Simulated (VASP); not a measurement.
Set up this calculation in VASP 6.6.1, as the native input.

| Item | Value |
| --- | --- |
| Task | single point |
| Functional | PBE |
| Potentials or basis | VASP PAW PBE potentials, release 64 (Mo_sv, C, O) |
| Cutoff | 520 eV |
| k mesh | 6 × 6 × 1 |
| Occupations | gaussian, width 0.1 eV |
| Spin | no spin polarisation |
| Dipole correction | yes |
| Further INCAR settings | ALGO = Normal; EDIFF = 1e-06; NBANDS = 57 |

The structure of Mo6CO lies in POSCAR:

```
Mo6CO
1.0
    4.4695765303      0.0000000000      0.0000000000
   -2.2347882651      3.8707668194      0.0000000000
    0.0000000000      0.0000000000     22.2595667262
Mo C O
6 1 1
Direct
    0.6666666667      0.3333333333      0.1796980170
    0.3333333333      0.6666666667      0.2206848206
    0.0000000000      0.0000000000      0.2616716241
    0.6666666667      0.3333333333      0.2990464568
    0.3333333333      0.6666666667      0.3355219825
    0.0000000000      0.0000000000      0.3710569405
    0.1666666667      0.3333333333      0.4752817904
    0.3114020655      0.6228041309      0.4887694784
```

One way to write it, as run:

INCAR

```
SYSTEM = Mo6CO
ALGO = Normal
DIPOL = 0.5 0.5 0.329
EDIFF = 1E-6
ENCUT = 520
GGA = PE
IDIPOL = 3
ISIF = 2
ISMEAR = 0
LASPH = .TRUE.
LCHARG = .FALSE.
LDIPOL = .TRUE.
LREAL = .FALSE.
LWAVE = .FALSE.
NBANDS = 57
NELM = 60
PREC = Accurate
SIGMA = 0.1
```

KPOINTS

```
k-points
0
G
  6 6 1
  0 0 0
```

Potentials or basis: VASP PAW PBE potentials, release 64 (Mo_sv, C, O).

Run with:

```bash
$ cat potpaw_PBE.64/Mo_sv/POTCAR potpaw_PBE.64/C/POTCAR potpaw_PBE.64/O/POTCAR > POTCAR
$ mpirun -np 1 vasp_std > vasp.out
```

It gave:

```json
{
 "Largest force": "1.927 eV/Å",
 "Band gap on the k mesh": "zero (filled and empty bands overlap)"
}
```

It took 9.6 min on 1 thread of AMD EPYC 9R45 96-Core Processor (Zen 5), with other jobs on the host, peak memory 0.59 GiB.
